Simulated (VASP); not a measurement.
# LiMg2 (C2/m) in VASP: further runs

The runs below take LiMg2 through electric field gradients, with LDA.

All numbers are computed with VASP 6.6.1; they aren't measurements. Logs are shortened: lines on timing, memory, paths and dates and some standing lists are left out, and cuts for length are marked.

**1. The cell of the first run**

Symmetry: C2/m, No. 12, monoclinic system. The conventional cell has a = 8.002 Å, b = 2.545 Å, c = 2.553 Å, α = 90.00°, β = 108.47°, γ = 90.00°. Within 2.9 Å of Li (site symmetry 2/m) lie 10 Mg at 2.17 to 2.59 Å and 4 Li at 2.54 to 2.55 Å. Mg (site symmetry m) has 5 Li at 2.17 to 2.59 Å and 9 Mg at 2.27 to 2.55 Å within 2.9 Å.

**2. Electric field gradients, LDA (8.22 Å³/atom)**

The input, INCAR:

```
SYSTEM = LiMg2
  ALGO = Normal
  EDIFF = 1E-8
  ENCUT = 520
  GGA = CA
  ISIF = 2
  ISMEAR = -1
  LASPH = .TRUE.
  LCHARG = .FALSE.
  LEFG = .TRUE.
  LREAL = .FALSE.
  LWAVE = .FALSE.
  NBANDS = 10
  NELM = 80
  PREC = Accurate
  SIGMA = 0.05
```

The input, KPOINTS:

```
k-points
0
G
  11 11 11
  0 0 0
```

The input, POSCAR:

```
LiMg2
1.0
    4.0009939698     -1.2724036673      0.0000000000
    4.0009939698      1.2724036673      0.0000000000
   -0.8089907092      0.0000000000      2.4214055083
Li Mg
1 2
Direct
    0.5000000000      0.5000000000      0.5000000000
    0.8413175900      0.8413175900      0.8411383200
    0.1586824100      0.1586824100      0.1588616800
```

Potentials or basis: VASP PAW LDA potentials, release 64 (Li_sv, Mg).

Run with:

```sh
$ cat potpaw_LDA.64/Li_sv/POTCAR potpaw_LDA.64/Mg/POTCAR > POTCAR
$ mpirun -np 1 vasp_std > vasp.out
```

OUTCAR:

```text
SYSTEM = LiMg2
   EDIFF = 1E-8
   ENCUT = 520
   GGA = CA
   ISIF = 2
   ISMEAR = -1
   LASPH = .TRUE.
   LREAL = .FALSE.
   NELM = 80
   PREC = Accurate

 ion  position               nearest neighbor table
   1  0.500  0.500  0.500-   3 2.17   3 2.17   2 2.17   2 2.17   3 2.17   2 2.17   3 2.17   2 2.17
                             2 2.59   3 2.59
   2  0.841  0.841  0.841-   1 2.17   1 2.17   1 2.17   1 2.17   3 2.27   3 2.27   3 2.27   3 2.27
                             3 2.41   1 2.59   3 3.50   3 3.50   3 3.51   3 3.51
   3  0.159  0.159  0.159-   1 2.17   1 2.17   1 2.17   1 2.17   2 2.27   2 2.27   2 2.27   2 2.27
                             2 2.41   1 2.59   2 3.50   2 3.50   2 3.51   2 3.51

  LATTYP: Found a base centered monoclinic cell.
 ALAT       =     8.0019879396
 B/A-ratio  =     0.3180218908
 C/A-ratio  =     0.3190423323
 COS(beta)  =    -0.3168818246

  Lattice vectors:

 A1 = (   4.0009939698,  -1.2724036673,   0.0000000000)
 A2 = (   4.0009939698,   1.2724036673,   0.0000000000)
 A3 = (  -0.8089907092,   0.0000000000,   2.4214055083)

Analysis of symmetry for initial positions (statically):
=====================================================================
 Subroutine PRICEL returns:
 Original cell was already a primitive cell.

 Routine SETGRP: Setting up the symmetry group for a
 base centered monoclinic supercell.

 Subroutine GETGRP returns: Found  4 space group operations
 (whereof  4 operations were pure point group operations)
 out of a pool of  4 trial point group operations.

The static configuration has the point symmetry C_2h.

Analysis of symmetry for dynamics (positions and initial velocities):
=====================================================================
 Subroutine PRICEL returns:
 Original cell was already a primitive cell.

 Routine SETGRP: Setting up the symmetry group for a
 base centered monoclinic supercell.

 Subroutine GETGRP returns: Found  4 space group operations
 (whereof  4 operations were pure point group operations)
 out of a pool of  4 trial point group operations.

The dynamic configuration has the point symmetry C_2h.

 Subroutine INISYM returns: Found  4 space group operations
 (whereof  4 operations are pure point group operations),
 and found     1 'primitive' translations

----------------------------------------------------------------------------------------

                                     Primitive cell

  volume of cell :      24.6542

  direct lattice vectors                    reciprocal lattice vectors
     4.000993970 -1.272403667  0.000000000     0.124968946 -0.392957057  0.041752080
     4.000993970  1.272403667  0.000000000     0.124968946  0.392957057  0.041752080
    -0.808990709  0.000000000  2.421405508     0.000000000  0.000000000  0.412983285

  length of vectors
     4.198447789  4.198447789  2.552972895     0.414458348  0.414458348  0.412983285

  position of ions in fractional coordinates (direct lattice)
     0.500000000  0.500000000  0.500000000
     0.841317590  0.841317590  0.841138320
     0.158682410  0.158682410  0.158861680

  ion indices of the primitive-cell ions
   primitive index   ion index
                 1           1
                 2           2
                 3           3

----------------------------------------------------------------------------------------

 KPOINTS: k-points

Automatic generation of k-mesh.
 Grid dimensions read from file:
 generate k-points for:   11   11   11

 Generating k-lattice:

  Cartesian coordinates                     Fractional coordinates (reciprocal lattice)
     0.011360813 -0.035723369  0.003795644     0.090909091  0.000000000  0.000000000
     0.011360813  0.035723369  0.003795644     0.000000000  0.090909091  0.000000000
     0.000000000  0.000000000  0.037543935     0.000000000  0.000000000  0.090909091

  Length of vectors
     0.037678032  0.037678032  0.037543935

  Shift w.r.t. Gamma in fractional coordinates (k-lattice)
     0.000000000  0.000000000  0.000000000

 Subroutine IBZKPT returns following result:
 ===========================================

 Found    366 irreducible k-points:

 Following reciprocal coordinates:
            Coordinates               Weight
  0.000000  0.000000  0.000000      1.000000
  0.090909  0.000000  0.000000      4.000000
  0.181818 -0.000000  0.000000      4.000000
  0.272727  0.000000  0.000000      4.000000
  0.363636  0.000000  0.000000      4.000000
  0.454545  0.000000  0.000000      4.000000
[... 16 lines left out ...]
 -0.272727  0.181818  0.000000      4.000000
 -0.181818  0.181818  0.000000      2.000000
 [... further k-points ...]
   k-points           NKPTS =    366   k-points in BZ     NKDIM =    366   number of bands    NBANDS=     10
   number of dos      NEDOS =    301   number of ions     NIONS =      3
   total plane-waves  NPLWV =  20480
   dimension x,y,z NGX =    32 NGY =   32 NGZ =   20
   dimension x,y,z NGXF=    64 NGYF=   64 NGZF=   40
   ions per type =               1   2
   NGX,Y,Z   is equivalent  to a cutoff of  12.67, 12.67, 13.02 a.u.
   NGXF,Y,Z  is equivalent  to a cutoff of  25.34, 25.34, 26.05 a.u.
 SYSTEM =  LiMg2
   PREC   = accura    normal or accurate (medium, high low for compatibility)
   ISTART =      0    job   : 0-new  1-cont  2-samecut
   ICHARG =      2    charge: 1-file 2-atom 10-const
   ISPIN  =      1    spin polarized calculation?
   LNONCOLLINEAR =      F non collinear calculations
   LSORBIT =      F    spin-orbit coupling
   LASPH  =      T    aspherical Exc in radial PAW
   ENCUT  =  520.0 eV  38.22 Ry    6.18 a.u.   7.81  7.81  4.75*2*pi/ulx,y,z
   NELM   =     80;   NELMIN=  2; NELMDL= -5     # of ELM steps
   EDIFF  = 0.1E-07   stopping-criterion for ELM
   LREAL  =      F    real-space projection
   EDIFFG = 0.1E-06   stopping-criterion for IOM
   NSW    =      0    number of steps for IOM
   IBRION =     -1    ionic relax: 0-MD 1-quasi-New 2-CG
   NFREE  =      0    steps in history (QN), initial steepest desc. (CG)
   ISIF   =      2    stress and relaxation
   ISYM   =      2    0-nonsym 1-usesym 2-fastsym
   POTIM  = 0.5000    time-step for ionic-motion
   TEBEG  =    0.0;   TEEND  =   0.0 temperature during run
   PSTRESS=    0.0 pullay stress
   NELECT =       7.0000    total number of electrons
   NUPDOWN=      -1.0000    fix difference up-down
   EMIN   =  10.00;   EMAX   =-10.00  energy-range for DOS
   EFERMI =   0.00;   METHOD = LEGACY
   ISMEAR =    -1;   SIGMA  =   0.05  broadening in eV -4-tet -1-fermi 0-gaus
   EFERMI_NEDOS =   21; number of points for ismear=-14 and -15
   IALGO  =     38    algorithm
   IMIX   =      4    mixing-type and parameters
     AMIX     =   0.40;   BMIX     =  1.00
     AMIX_MAG =   1.60;   BMIX_MAG =  1.00
  volume/ion in A,a.u.               =       8.22        55.46
  Fermi-wavevector in a.u.,A,eV,Ry     =   1.075996  2.033338 15.752387  1.157768
  Thomas-Fermi vector in A             =   2.211868
   LORBIT       =      0    0 simple, 1 ext, 2 COOP (PROOUT), +10 PAW based schemes
   GGA     = CA    functional components
   LHFCALC =     F    Hartree Fock is set to
   AEXX    =    0.0000 exact exchange contribution
   IVDW    =     0    specifies the selected vdW correction
   LEPSILON=     F    determine dielectric tensor
   LRPA    =     F    only Hartree local field effects (RPA)
 non-spin polarized calculation
  energy-cutoff  :      520.00
  volume of cell :       24.65
 maximum number of plane-waves:       673
   NGX = 15   NGY = 15   NGZ =  9

 number of electron       6.9999996 magnetization

 Free energy of the ion-electron system (eV)
  ---------------------------------------------------
  ext. energy  EPLUGINS =         0.00000000
  ---------------------------------------------------
  free energy    TOTEN  =         1.99200961 eV

  energy without entropy =        1.99616262  energy(sigma->0) =        1.99408612

 E-fermi :   8.5178     XC(G=0): -11.8837

 val. band max:        8.5123736270   @ k =  -0.0909   0.0000   0.0909
 cond. band min:       8.5186897196   @ k =  -0.4545   0.0000   0.3636
 fundamental gap:      0.0063160926
 Fermi energy:         8.5177967967

 k-point     1 :       0.0000    0.0000    0.0000
  band No.  band energies     occupation
      1     -36.6760      2.00000
      2      -0.9928      2.00000
      3       6.3896      2.00000
      4       8.4244      1.73249
      5      16.2407      0.00000
      6      18.1111      0.00000
      7      18.2446      0.00000
      8      18.8390      0.00000
      9      20.7540      0.00000
     10      20.9005      0.00000

 k-point     2 :       0.0909    0.0000    0.0000
  band No.  band energies     occupation
      1     -36.6706      2.00000
      2      -0.8165      2.00000
      3       6.3721      2.00000
      4       8.6681      0.09437
      5      15.1548      0.00000
      6      16.1453      0.00000
      7      18.2226      0.00000
      8      20.8876      0.00000
      9      21.0399      0.00000
     10      21.7230      0.00000

 k-point     3 :       0.1818   -0.0000    0.0000
  band No.  band energies     occupation
      1     -36.6563      2.00000
      2      -0.2924      2.00000
      3       6.3767      2.00000
      4       9.1941      0.00000
      5      13.0182      0.00000
      6      14.3903      0.00000
      7      18.5438      0.00000
      8      21.2990      0.00000
      9      22.1752      0.00000
     10      24.0823      0.00000
[... 248 lines left out ...]
 k-point    23 :      -0.2727    0.1818    0.0000
  band No.  band energies     occupation
      1     -36.6103      2.00000
      2       2.7526      2.00000
      3       5.8980      2.00000
      4       6.9294      2.00000
      5      11.4325      0.00000
      6      12.6728      0.00000
      7      20.1889      0.00000
      8      21.4583      0.00000
      9      23.0632      0.00000
     10      23.4845      0.00000

 k-point    24 :      -0.1818    0.1818    0.0000
  band No.  band energies     occupation
      1     -36.6206      2.00000
      2       1.4895      2.00000
      3       7.3772      2.00000
      4       7.8431      2.00000
      5      10.7106      0.00000
      6      11.8663      0.00000
      7      19.8638      0.00000
      8      22.1937      0.00000
      9      24.0064      0.00000
     10      24.7518      0.00000

 [... further k-points ...]

------------------------ aborting loop because EDIFF is reached ----------------------------------------

  FORCE on cell =-STRESS in cart. coord.  units (eV):
  Direction    XX          YY          ZZ          XY          YZ          ZX
  --------------------------------------------------------------------------------------
  -------------------------------------------------------------------------------------
  Total       23.4502806     23.0796480     22.9826694      0.0000000      0.0000000      0.1123412
  in kB     1523.9414969   1499.8555435   1493.5532843      0.0000000      0.0000000      7.3006104
  external PRESSURE =    1505.7834416 kB  Pullay stress =       0.0000000 kB

 VOLUME and BASIS-vectors are now :
 -----------------------------------------------------------------------------
  energy-cutoff  :      520.00
  volume of cell :       24.65
      direct lattice vectors                 reciprocal lattice vectors
     4.000993970 -1.272403667  0.000000000     0.124968946 -0.392957057  0.041752080
     4.000993970  1.272403667  0.000000000     0.124968946  0.392957057  0.041752080
    -0.808990709  0.000000000  2.421405508     0.000000000  0.000000000  0.412983285

 POSITION                                       TOTAL-FORCE (eV/Angst)
 -----------------------------------------------------------------------------------
      3.59650      0.00000      1.21070        -0.000000     -0.000000      0.000000
      6.05174      0.00000      2.03674         1.950862      0.000000      0.645560
      1.14126      0.00000      0.38467        -1.950862      0.000000     -0.645560
 -----------------------------------------------------------------------------------
    total drift:                               -0.000000     -0.000000     -0.000000

  FREE ENERGIE OF THE ION-ELECTRON SYSTEM (eV)
  ---------------------------------------------------
  free  energy   TOTEN  =         1.9920096138 eV

  energy  without entropy=        1.9961626195  energy(sigma->0) =        1.99408612

 Electric field gradients (V/A^2)
---------------------------------------------------------------------
 ion       V_xx      V_yy      V_zz      V_xy      V_xz      V_yz
---------------------------------------------------------------------
   1      -0.209     0.104     0.104     0.000    -0.172    -0.000
   2       3.204    -2.086    -1.118    -0.000     1.593     0.000
   3       3.204    -2.086    -1.118     0.000     1.593     0.000
---------------------------------------------------------------------

 Electric field gradients after diagonalization (V/A^2)
 (convention: |V_zz| > |V_xx| > |V_yy|)
----------------------------------------------------------------------
 ion       V_xx      V_yy      V_zz     asymmetry (V_yy - V_xx)/ V_zz
----------------------------------------------------------------------
   1       0.180     0.104    -0.285       0.268
   2      -2.086    -1.642     3.728       0.119
   3      -2.086    -1.642     3.728       0.119
----------------------------------------------------------------------

           NMR quadrupolar parameters

 Cq : quadrupolar parameter    Cq=e*Q*V_zz/h
 eta: asymmetry parameters     (V_yy - V_xx)/ V_zz
 Q  : nuclear electric quadrupole moment in mb (millibarn)
----------------------------------------------------------------------
 ion       Cq(MHz)       eta       Q (mb)
----------------------------------------------------------------------
   1      -0.001       0.268       1.000
   2       0.009       0.119       1.000
   3       0.009       0.119       1.000
----------------------------------------------------------------------
```

Run time: 2.2 min. Hardware: 1 thread of Oxide Virtual Turin-like, shared host; peak memory 0.18 GiB.

What came out:

- Free energy: 1.9920 eV
- Largest force: 2.055 eV/Å
- Band gap on the k mesh: zero (an odd number of electrons rules out a gap without spin polarisation)
- Largest electric field gradient by atom: Li -0.3; Mg +3.7 V/Å²

Forces in eV/Å, atoms in the order of the input:
```
Li   0.000  0.000  0.000
Mg   1.951  0.000  0.646
Mg  -1.951  0.000 -0.646
```

Electric field gradients, principal values (V/Å²):
```tsv
atom	least	middle	greatest (by size)
1 Li	0.104	0.180	-0.285
2 Mg	-1.642	-2.086	3.728
3 Mg	-1.642	-2.086	3.728
```

Caveat: the cutoff is under 1.25 times the usual one of these potentials, so pressure, stress and relaxed cells hold a basis-set (Pulay) error; without QUAD_EFG the Cq values of the log hold for a quadrupole moment of 1 mb, not for the nuclei; forces of over 1 eV/Å act on the atoms, so gaps and moduli don't describe the material at rest.

(Part 1 of 2 ends here.)
